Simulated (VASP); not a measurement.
Write the native input for VASP 6.6.1 that does the following.

* Task: single point
* Functional: LDA
* Potentials or basis: VASP PAW LDA potentials, release 64 (Ca_sv, O)
* Cutoff: 520 eV
* k mesh: 8 × 8 × 8
* Occupations: gaussian, width 0.01 eV
* Spin: no spin polarisation
* Dipole correction: no
* Further INCAR settings: ALGO = Normal; EDIFF = 1e-06; NBANDS = 15

The structure of CaO lies in POSCAR:

```
CaO
1.0
    2.3421676421      2.3421676421      0.0000000000
   -2.3421676421      2.3421676421      0.0000000000
    0.0000000000      2.3421676421      2.3421676421
Ca O
1 1
Direct
    0.0000000000      0.0000000000      0.0000000000
    0.5000000000      0.5000000000      0.0000000000
```

These files were run (other wordings do the same):

INCAR

```
PREC = Accurate
ENCUT = 520
EDIFF = 1E-6
ISMEAR = 0
SIGMA = 0.01
LREAL = F
LASPH = T
NELM = 100
ALGO = Normal
ISIF = 2
LWAVE = F
LCHARG = F
NBANDS = 15
```

KPOINTS

```
regular mesh
0
Gamma
  8 8 8
```

Potentials or basis: VASP PAW LDA potentials, release 64 (Ca_sv, O).

Command:

```bash
$ cat potpaw_LDA.64/Ca_sv/POTCAR potpaw_LDA.64/O/POTCAR > POTCAR
$ mpirun -np 1 vasp_std > vasp.out
```

It gave:

| Item | Value |
| --- | --- |
| Pressure | 3.1 GPa |
| Band gap on the k mesh | 3.41 eV, indirect (least direct gap 3.76 eV) |

It took 16 s on 1 thread of Intel(R) Xeon(R) Platinum 8559C (Emerald Rapids), on a shared host, peak memory 0.14 GiB.
